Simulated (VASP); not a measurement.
# Sn2Ge3 (C2/m) in VASP: single point with PBE

Aim: the single point of Sn2Ge3 with PBE.

All numbers are computed with VASP 6.6.1; they aren't measurements. Logs are shortened: lines on timing, memory, paths and dates and some standing lists are left out, and cuts for length are marked.

### Step 1. The cell of the first run

It takes space group C2/m (No. 12, monoclinic). The conventional cell has a = 8.785 Å, b = 5.306 Å, c = 5.286 Å, α = 90.00°, β = 111.34°, γ = 90.00°. Within 4.1 Å of Sn (site symmetry m) lie 10 Ge at 3.11 to 3.74 Å and 4 Sn at 3.31 to 3.54 Å. Within 3.8 Å of Ge (site symmetry m) lie 5 Ge at 2.76 to 3.23 Å and 7 Sn at 3.12 to 3.74 Å. Within 3.6 Å of Ge (site symmetry 2/m) lie 4 Ge at 2.76 to 3.23 Å and 6 Sn at 3.11 to 3.13 Å.

### Step 2. Single point, PBE

The input, INCAR:

```
PREC     = Accurate       # precision mode
ENCUT    = 520            # plane-wave cutoff, eV
EDIFF    = 1E-6           # SCF threshold, eV
ISMEAR   = 0              # smearing method
SIGMA    = 0.1            # smearing width, eV
LREAL    = False          # projectors in reciprocal space
LASPH    = True           # aspherical terms in the spheres
NELM     = 100            # most SCF steps
ALGO     = Normal         # electronic algorithm
ISIF     = 2              # what is computed and relaxed
LWAVE    = False          # write WAVECAR
LCHARG   = False          # write CHGCAR
GGA      = PE             # functional
NBANDS   = 43             # bands
```

The input, KPOINTS:

```
regular mesh
0
Gamma
  8 8 8
```

The input, POSCAR:

```
Sn2Ge3
1.0
    4.3907497627     -2.6529785836      0.1287443957
    4.3907497627      2.6529785836      0.1287443957
   -2.0667131166      0.0000000000      4.8653303153
Sn Ge
2 3
Direct
    0.3779383258      0.3779383258      0.1759297431
    0.6220616742      0.6220616742      0.8240702569
    0.8274704922      0.8274704922      0.4459545737
    0.1725295078      0.1725295078      0.5540454263
    0.0000000000      0.0000000000      0.0000000000
```

Potentials or basis: VASP PAW PBE potentials, release 64 (Sn_d, Ge_d).

Started as:

```
cat potpaw_PBE.64/Sn_d/POTCAR potpaw_PBE.64/Ge_d/POTCAR > POTCAR
mpirun -np 1 vasp_std > vasp.out
```

OUTCAR:

```text
PREC = Accurate
   ENCUT = 520
   EDIFF = 1E-6
   ISMEAR = 0
   LREAL = False
   LASPH = True
   NELM = 100
   ISIF = 2
   GGA = PE

 ion  position               nearest neighbor table
   1  0.378  0.378  0.176-   5 3.11   3 3.12   3 3.12   4 3.12   5 3.13   5 3.13   4 3.14   2 3.31
                             2 3.32   2 3.54   2 3.54
   2  0.622  0.622  0.824-   5 3.11   4 3.12   4 3.12   3 3.12   5 3.13   5 3.13   3 3.14   1 3.31
                             1 3.32   1 3.54   1 3.54
   3  0.827  0.827  0.446-   5 2.76   4 2.87   1 3.12   1 3.12   2 3.12   2 3.14
   4  0.173  0.173  0.554-   5 2.76   3 2.87   2 3.12   2 3.12   1 3.12   1 3.14
   5  0.000  0.000  0.000-   4 2.76   3 2.76   2 3.11   1 3.11   2 3.13   2 3.13   1 3.13   1 3.13

  LATTYP: Found a base centered monoclinic cell.
 ALAT       =     8.7852737232
 B/A-ratio  =     0.6039603699
 C/A-ratio  =     0.6016988958
 COS(beta)  =    -0.3638278569

  Lattice vectors:

 A1 = (   4.3907497627,  -2.6529785836,   0.1287443957)
 A2 = (   4.3907497627,   2.6529785836,   0.1287443957)
 A3 = (  -2.0667131166,   0.0000000000,   4.8653303153)

Analysis of symmetry for initial positions (statically):
=====================================================================
 Subroutine PRICEL returns:
 Original cell was already a primitive cell.

 Routine SETGRP: Setting up the symmetry group for a
 base centered monoclinic supercell.

 Subroutine GETGRP returns: Found  4 space group operations
 (whereof  4 operations were pure point group operations)
 out of a pool of  4 trial point group operations.

The static configuration has the point symmetry C_2h.

Analysis of symmetry for dynamics (positions and initial velocities):
=====================================================================
 Subroutine PRICEL returns:
 Original cell was already a primitive cell.

 Routine SETGRP: Setting up the symmetry group for a
 base centered monoclinic supercell.

 Subroutine GETGRP returns: Found  4 space group operations
 (whereof  4 operations were pure point group operations)
 out of a pool of  4 trial point group operations.

The dynamic configuration has the point symmetry C_2h.

 Subroutine INISYM returns: Found  4 space group operations
 (whereof  4 operations are pure point group operations),
 and found     1 'primitive' translations

----------------------------------------------------------------------------------------

                                     Primitive cell

  volume of cell :     114.7600

  direct lattice vectors                    reciprocal lattice vectors
     4.390749763 -2.652978584  0.128744396     0.112474849 -0.188467409  0.047777485
     4.390749763  2.652978584  0.128744396     0.112474849  0.188467409  0.047777485
    -2.066713117  0.000000000  4.865330315    -0.005952528  0.000000000  0.203007354

  length of vectors
     5.131622937  5.131622937  5.286089498     0.224617996  0.224617996  0.203094604

  position of ions in fractional coordinates (direct lattice)
     0.377938326  0.377938326  0.175929743
     0.622061674  0.622061674  0.824070257
     0.827470492  0.827470492  0.445954574
     0.172529508  0.172529508  0.554045426
     0.000000000  0.000000000  0.000000000

  ion indices of the primitive-cell ions
   primitive index   ion index
                 1           1
                 2           2
                 3           3
                 4           4
                 5           5

----------------------------------------------------------------------------------------

 KPOINTS: regular mesh

Automatic generation of k-mesh.
 Grid dimensions read from file:
 generate k-points for:    8    8    8

 Generating k-lattice:

  Cartesian coordinates                     Fractional coordinates (reciprocal lattice)
     0.014059356 -0.023558426  0.005972186     0.125000000 -0.000000000  0.000000000
     0.014059356  0.023558426  0.005972186    -0.000000000  0.125000000  0.000000000
    -0.000744066  0.000000000  0.025375919     0.000000000  0.000000000  0.125000000

  Length of vectors
     0.028077249  0.028077249  0.025386826

  Shift w.r.t. Gamma in fractional coordinates (k-lattice)
     0.000000000  0.000000000  0.000000000

 Subroutine IBZKPT returns following result:
 ===========================================

 Found    150 irreducible k-points:

 Following reciprocal coordinates:
            Coordinates               Weight
  0.000000  0.000000  0.000000      1.000000
  0.125000  0.000000  0.000000      4.000000
  0.250000  0.000000  0.000000      4.000000
  0.375000  0.000000  0.000000      4.000000
  0.500000  0.000000  0.000000      2.000000
  0.125000  0.125000  0.000000      2.000000
[... 16 lines left out ...]
  0.125000  0.000000  0.125000      4.000000
  0.250000  0.000000  0.125000      4.000000
 [... further k-points ...]
   k-points           NKPTS =    150   k-points in BZ     NKDIM =    150   number of bands    NBANDS=     43
   number of dos      NEDOS =    301   number of ions     NIONS =      5
   total plane-waves  NPLWV =  64000
   dimension x,y,z NGX =    40 NGY =   40 NGZ =   40
   dimension x,y,z NGXF=    80 NGYF=   80 NGZF=   80
   ions per type =               2   3
   NGX,Y,Z   is equivalent  to a cutoff of  12.96, 12.96, 12.58 a.u.
   NGXF,Y,Z  is equivalent  to a cutoff of  25.92, 25.92, 25.16 a.u.
 SYSTEM =  unknown system
   PREC   = accura    normal or accurate (medium, high low for compatibility)
   ISTART =      0    job   : 0-new  1-cont  2-samecut
   ICHARG =      2    charge: 1-file 2-atom 10-const
   ISPIN  =      1    spin polarized calculation?
   LNONCOLLINEAR =      F non collinear calculations
   LSORBIT =      F    spin-orbit coupling
   LASPH  =      T    aspherical Exc in radial PAW
   ENCUT  =  520.0 eV  38.22 Ry    6.18 a.u.   9.54  9.54  9.83*2*pi/ulx,y,z
   NELM   =    100;   NELMIN=  2; NELMDL= -5     # of ELM steps
   EDIFF  = 0.1E-05   stopping-criterion for ELM
   LREAL  =      F    real-space projection
   EDIFFG = 0.1E-04   stopping-criterion for IOM
   NSW    =      0    number of steps for IOM
   IBRION =     -1    ionic relax: 0-MD 1-quasi-New 2-CG
   NFREE  =      0    steps in history (QN), initial steepest desc. (CG)
   ISIF   =      2    stress and relaxation
   ISYM   =      2    0-nonsym 1-usesym 2-fastsym
   POTIM  = 0.5000    time-step for ionic-motion
   TEBEG  =    0.0;   TEEND  =   0.0 temperature during run
   PSTRESS=    0.0 pullay stress
   NELECT =      70.0000    total number of electrons
   NUPDOWN=      -1.0000    fix difference up-down
   EMIN   =  10.00;   EMAX   =-10.00  energy-range for DOS
   EFERMI =   0.00;   METHOD = LEGACY
   ISMEAR =     0;   SIGMA  =   0.10  broadening in eV -4-tet -1-fermi 0-gaus
   EFERMI_NEDOS =   21; number of points for ismear=-14 and -15
   IALGO  =     38    algorithm
   IMIX   =      4    mixing-type and parameters
     AMIX     =   0.40;   BMIX     =  1.00
     AMIX_MAG =   1.60;   BMIX_MAG =  1.00
  volume/ion in A,a.u.               =      22.95       154.89
  Fermi-wavevector in a.u.,A,eV,Ry     =   1.388387  2.623672 26.226852  1.927619
  Thomas-Fermi vector in A             =   2.512518
   LORBIT       =      0    0 simple, 1 ext, 2 COOP (PROOUT), +10 PAW based schemes
   GGA     = PE    functional components
   LHFCALC =     F    Hartree Fock is set to
   AEXX    =    0.0000 exact exchange contribution
   IVDW    =     0    specifies the selected vdW correction
   LEPSILON=     F    determine dielectric tensor
   LRPA    =     F    only Hartree local field effects (RPA)
 non-spin polarized calculation
 Gauss-broadening in eV      SIGMA  =   0.10
  energy-cutoff  :      520.00
  volume of cell :      114.76
 maximum number of plane-waves:      3109
 NGX is ok and might be reduce to    40
   NGX = 19   NGY = 19   NGZ = 19

 number of electron      69.9999982 magnetization

 Free energy of the ion-electron system (eV)
  ---------------------------------------------------
  ext. energy  EPLUGINS =         0.00000000
  ---------------------------------------------------
  free energy    TOTEN  =       -20.13485282 eV

  energy without entropy =      -20.12536001  energy(sigma->0) =      -20.13010641

 E-fermi :   7.0013     XC(G=0): -10.6675

 val. band max:        6.9982608791   @ k =  -0.3750   0.1250   0.2500
 cond. band min:       7.0042512456   @ k =   0.2500   0.0000   0.3750
 fundamental gap:      0.0059903665
 Fermi energy:         7.0012606580

 k-point     1 :       0.0000    0.0000    0.0000
  band No.  band energies     occupation
      1     -17.6873      2.00000
      2     -17.6609      2.00000
      3     -17.6542      2.00000
      4     -17.6522      2.00000
      5     -17.6362      2.00000
      6     -17.6332      2.00000
[... 35 lines left out ...]
     42      10.9833      0.00000
     43      13.8461      0.00000

 k-point     2 :       0.1250    0.0000    0.0000
  band No.  band energies     occupation
      1     -17.6871      2.00000
      2     -17.6619      2.00000
      3     -17.6557      2.00000
      4     -17.6505      2.00000
      5     -17.6375      2.00000
      6     -17.6339      2.00000
[... 35 lines left out ...]
     42      11.4028      0.00000
     43      13.4080      0.00000

 k-point     3 :       0.2500    0.0000    0.0000
  band No.  band energies     occupation
      1     -17.6866      2.00000
      2     -17.6638      2.00000
      3     -17.6572      2.00000
      4     -17.6486      2.00000
      5     -17.6415      2.00000
      6     -17.6360      2.00000
[... 35 lines left out ...]
     42      11.5422      0.00000
     43      11.9397      0.00000

 k-point     4 :       0.3750    0.0000    0.0000
  band No.  band energies     occupation
      1     -17.6861      2.00000
      2     -17.6653      2.00000
      3     -17.6573      2.00000
      4     -17.6479      2.00000
      5     -17.6462      2.00000
      6     -17.6371      2.00000
[... 863 lines left out ...]
     42      12.5619      0.00000
     43      12.8308      0.00000

 k-point    23 :       0.1250    0.0000    0.1250
  band No.  band energies     occupation
      1     -17.6863      2.00000
      2     -17.6623      2.00000
      3     -17.6562      2.00000
      4     -17.6523      2.00000
      5     -17.6401      2.00000
      6     -17.6349      2.00000
[... 35 lines left out ...]
     42      12.3255      0.00000
     43      12.6802      0.00000

 k-point    24 :       0.2500    0.0000    0.1250
  band No.  band energies     occupation
      1     -17.6858      2.00000
      2     -17.6633      2.00000
      3     -17.6579      2.00000
      4     -17.6514      2.00000
      5     -17.6450      2.00000
      6     -17.6349      2.00000
[... 35 lines left out ...]
     42      11.5862      0.00000
     43      11.9535      0.00000

 [... further k-points ...]

------------------------ aborting loop because EDIFF is reached ----------------------------------------

  FORCE on cell =-STRESS in cart. coord.  units (eV):
  Direction    XX          YY          ZZ          XY          YZ          ZX
  --------------------------------------------------------------------------------------
  -------------------------------------------------------------------------------------
  Total        0.0048273     -0.0037713      0.0083424      0.0000000      0.0000000     -0.0001651
  in kB        0.0673950     -0.0526508      0.1164692      0.0000000      0.0000000     -0.0023054
  external PRESSURE =       0.0437378 kB  Pullay stress =       0.0000000 kB

 VOLUME and BASIS-vectors are now :
 -----------------------------------------------------------------------------
  energy-cutoff  :      520.00
  volume of cell :      114.76
      direct lattice vectors                 reciprocal lattice vectors
     4.390749763 -2.652978584  0.128744396     0.112474849 -0.188467409  0.047777485
     4.390749763  2.652978584  0.128744396     0.112474849  0.188467409  0.047777485
    -2.066713117  0.000000000  4.865330315    -0.005952528  0.000000000  0.203007354

 POSITION                                       TOTAL-FORCE (eV/Angst)
 -----------------------------------------------------------------------------------
      2.95527      0.00000      0.95327         0.001499      0.000000     -0.000072
      3.75952      0.00000      4.16955        -0.001499      0.000000      0.000072
      6.34477      0.00000      2.38278        -0.001931      0.000000     -0.002475
      0.37001      0.00000      2.74004         0.001931      0.000000      0.002475
      0.00000      0.00000      0.00000        -0.000000     -0.000000      0.000000
 -----------------------------------------------------------------------------------
    total drift:                                0.000000     -0.000000      0.000000

  FREE ENERGIE OF THE ION-ELECTRON SYSTEM (eV)
  ---------------------------------------------------
  free  energy   TOTEN  =       -20.1348528165 eV

  energy  without entropy=      -20.1253600110  energy(sigma->0) =      -20.13010641
```

Run time: 20 min. Hardware: 1 thread of Intel Xeon 8259CL, shared host; peak memory 0.66 GiB.

Results:

* Free energy: -20.1349 eV
* Pressure: 0.0 GPa
* Largest force: 0.003 eV/Å
* Band gap on the k mesh: zero (bands 35 and 36 overlap by 2.99 eV)

Forces on the atoms (eV/Å):
```
Sn   0.001  0.000  0.000
Sn  -0.001  0.000  0.000
Ge  -0.002  0.000 -0.002
Ge   0.002  0.000  0.002
Ge   0.000  0.000  0.000
```

Levels at points of the mesh, in eV from the Fermi level:
| k point | band 32 | band 33 | band 34 | band 35 | band 36 | band 37 | band 38 | band 39 |
| --- | --- | --- | --- | --- | --- | --- | --- | --- |
| (0.00, 0.00, 0.00) | -2.71 | -2.68 | -2.04 | -1.70 | -1.51 | -0.27 | 0.59 | 0.94 |
| (0.50, 0.00, 0.00) | -2.65 | -2.50 | -1.60 | -1.35 | 1.04 | 1.22 | 2.84 | 3.32 |
| (0.50, 0.50, 0.00) | -1.54 | -1.30 | 0.20 | 0.32 | 0.40 | 1.19 | 1.95 | 2.36 |
| (0.00, 0.00, 0.50) | -2.48 | -2.18 | -2.18 | -1.60 | -1.31 | 1.68 | 1.86 | 2.00 |
| (0.50, 0.00, 0.50) | -1.73 | -1.16 | 0.55 | 0.80 | 1.81 | 2.32 | 2.81 | 2.91 |
| (0.50, 0.50, 0.50) | -3.39 | -3.28 | 0.22 | 0.48 | 0.51 | 0.85 | 2.16 | 3.38 |

Caveat: spin-orbit coupling is left out, which moves the levels of the heavy elements.
